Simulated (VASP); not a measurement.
A run of VASP 6.6.1:

File INCAR:

```
SYSTEM = Tm3F
PREC = Accurate
ENCUT = 600
EDIFF = 1E-6
ISMEAR = 0
SIGMA = 0.1
LREAL = .False.
LASPH = .True.
NELM = 200
ALGO = Normal
ISIF = 2
LWAVE = .False.
LCHARG = .False.
GGA = PE
NBANDS = 44
GGA_COMPAT = .False.
LMAXMIX = 6
```

Contents of KPOINTS:

```
regular mesh
0
Gamma
  6 4 2
  0 0 0
```

The input POSCAR:

```
Tm3F
1.0
    3.3954543147     -0.0046992275     -0.0036276874
    0.0077506586      5.8139475119     -0.1952216166
    0.0136271714      0.2646838848     10.0524886575
Tm F
6 2
Direct
    0.8746599797      0.7004827313      0.8243086311
    0.8748730848      0.1989497171      0.3248988929
    0.3748128999      0.2259640488      0.6842245331
    0.3752019025      0.7250094720      0.1842631311
    0.3748607341      0.7261231407      0.5170006266
    0.3749157660      0.2255817162      0.0167665512
    0.3753159381      0.8487980382     -0.0256124552
    0.3753596951      0.3490911359      0.4741500892
```

Potentials or basis: VASP PAW PBE potentials, release 64 (Tm_3, F), 4f in core.

Launch:

```sh
$ cat potpaw_PBE.64/Tm_3/POTCAR potpaw_PBE.64/F/POTCAR > POTCAR
$ mpirun -np 1 vasp_std > vasp.out
```

Hardware: 1 thread of Intel(R) Xeon(R) 6975P-C (Granite Rapids) (shared host).

**Question.** Estimate the wall time of this run.

**Answer.** Wall time 3.7 min on 1 thread of Intel(R) Xeon(R) 6975P-C (Granite Rapids), on a shared host, peak memory 0.44 GiB. Counts: scf iterations 15, k points 28.
